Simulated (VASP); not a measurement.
A run of VASP 6.6.1:

File INCAR:

```
PREC = Accurate
ENCUT = 520
EDIFF = 1E-6
ISMEAR = -1
SIGMA = 0.05
LREAL = F
LASPH = T
NELM = 150
ALGO = Normal
ISIF = 2
LWAVE = F
LCHARG = T
ISPIN = 2
MAGMOM = 0 0 0 0 4
LORBIT = 11
LMAXMIX = 4
LDAU = T
LDAUTYPE = 2
LDAUL = -1 2
LDAUU = 0 8
LDAUJ = 0 0
LDAUPRINT = 1
GGA = CA
LELF = T
LVHAR = T
NBANDS = 28
```

The input KPOINTS:

```
regular mesh
0
Gamma
  9 9 2
```

POSCAR

```
MnSb4
1.0
    3.0805000000      0.0000000000      0.0000000000
    0.0000000000      3.0805000000      0.0000000000
    0.0000000000      0.0000000000     14.9942030000
Sb Mn
4 1
Direct
    0.0000000000      0.0000000000      0.8196820000
    0.0000000000      0.0000000000      0.6005510000
    0.0000000000      0.0000000000      0.3994490000
    0.0000000000      0.0000000000      0.1803180000
    0.0000000000      0.0000000000      0.0000000000
```

Potentials or basis: VASP PAW LDA potentials, release 64 (Sb, Mn_pv).

The run is started by

```sh
$ cat potpaw_LDA.64/Sb/POTCAR potpaw_LDA.64/Mn_pv/POTCAR > POTCAR
$ mpirun -np 1 vasp_std > vasp.out
```

Hardware: 1 thread of Intel(R) Xeon(R) Platinum 8488C (Sapphire Rapids), on a shared host.

**Question.** How long does it take, and how much memory?

**Answer.** Run time: 2.9 min on 1 thread of Intel(R) Xeon(R) Platinum 8488C (Sapphire Rapids), on a shared host, peak memory 0.33 GiB. Counts: scf iterations 18, k points 30.
